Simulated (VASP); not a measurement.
Wanted: the native input for a VASP 6.6.1 run.

| Property | Result |
| --- | --- |
| Task | single point |
| Functional | PBEsol |
| Potentials or basis | VASP PAW PBE potentials, release 64 (Ti_sv, Si) |
| Cutoff | 520 eV |
| k mesh | 6 × 6 × 8 |
| Occupations | gaussian, width 0.1 eV |
| Spin | no spin polarisation |
| Dipole correction | no |
| Further INCAR settings | ALGO = Fast; EDIFF = 1e-06; NBANDS = 50 |

The structure of Ti3Si lies in POSCAR:

```
Ti3Si
1.0
    5.6313135898      0.0000000000      0.0000000000
   -2.8156567949      4.8768606255      0.0000000000
    0.0000000000      0.0000000000      4.5054524700
Ti Si
6 2
Direct
    0.3435999600      0.1717999800      0.7500000000
    0.8282000200      0.1717999800      0.7500000000
    0.8282000200      0.6564000400      0.7500000000
    0.6564000400      0.8282000200      0.2500000000
    0.1717999800      0.8282000200      0.2500000000
    0.1717999800      0.3435999600      0.2500000000
    0.3333333300      0.6666666700      0.7500000000
    0.6666666700      0.3333333300      0.2500000000
```

One way to write it, as run:

INCAR

```
SYSTEM = Ti3Si
ALGO = Fast
EDIFF = 1E-6
ENCUT = 520
GGA = PS
ISIF = 2
ISMEAR = 0
LASPH = .True.
LCHARG = .False.
LREAL = .False.
LWAVE = .False.
NBANDS = 50
NELM = 100
PREC = Accurate
SIGMA = 0.1
```

KPOINTS

```
k-points
0
Gamma
  6 6 8
  0 0 0
```

Potentials or basis: VASP PAW PBE potentials, release 64 (Ti_sv, Si).

Run with:

```sh
$ cat potpaw_PBE.64/Ti_sv/POTCAR potpaw_PBE.64/Si/POTCAR > POTCAR
$ mpirun -np 1 vasp_std > vasp.out
```

Results of the run:

```json
{
 "Pressure": "-3.4 GPa",
 "Largest force": "0.029 eV/Å",
 "Band gap on the k mesh": "zero (bands 40 and 41 overlap by 0.34 eV)"
}
```

Caveat: the cell stands under tension; the PAW data sets were made with another functional, which shifts forces and pressure a little.

It took 6.5 min on 1 thread of Intel(R) Xeon(R) 6975P-C (Granite Rapids), with other jobs on the host, peak memory 0.33 GiB.
